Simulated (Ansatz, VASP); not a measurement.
## Ta4O: VASP beside Ansatz

```
CELL_PARAMETERS angstrom
3.25482 -0.00001 0.00000
-0.00001 3.25475 0.00003
0.00000 0.00007 7.39704
ATOMIC_POSITIONS crystal
Ta 0.00000 0.00000 0.50000
Ta 0.50000 0.50000 0.78284
Ta 0.50000 0.49999 0.21716
Ta 0.00000 0.99999 0.00000
O 0.50000 0.50002 0.50000
```

Change from the starting cell: atom 1 moved 0.45 Å; relaxed back.

Alike in both runs: functional PBE; k mesh 10 × 10 × 6; occupations gaussian, width 0.15 eV; no spin polarisation.

Ansatz relaxed the structure, and its values are those at the end. VASP's run is a single point on that final structure, the one shown.

```csv
,VASP,Ansatz
version,VASP 6.6.1,Ansatz 0.2.0
potentials or method,"VASP PAW PBE potentials, release 64 (Ta_pv, O), cutoff 520 eV","scalar-relativistic, plane waves, PAW"
valence electrons in the cell,50,58
```

Ansatz gave:

```
gap on the k mesh at the Fermi level (eV) : none
pressure (GPa)                            : 0.0
rms of the force components (eV/Å)        : 0.001
```

Question: Which values does VASP return?

Answer: gap on the k mesh at the Fermi level (eV): none; pressure (GPa): 0.2; rms of the force components (eV/Å): 0.014.

A gap of «none» marks a metal or a gap that the smearing closes. VASP's potentials hold 50 valence electrons a cell and Ansatz's 58, so a difference there can come from the potentials and not from the codes.

Neither program's run includes spin-orbit coupling.
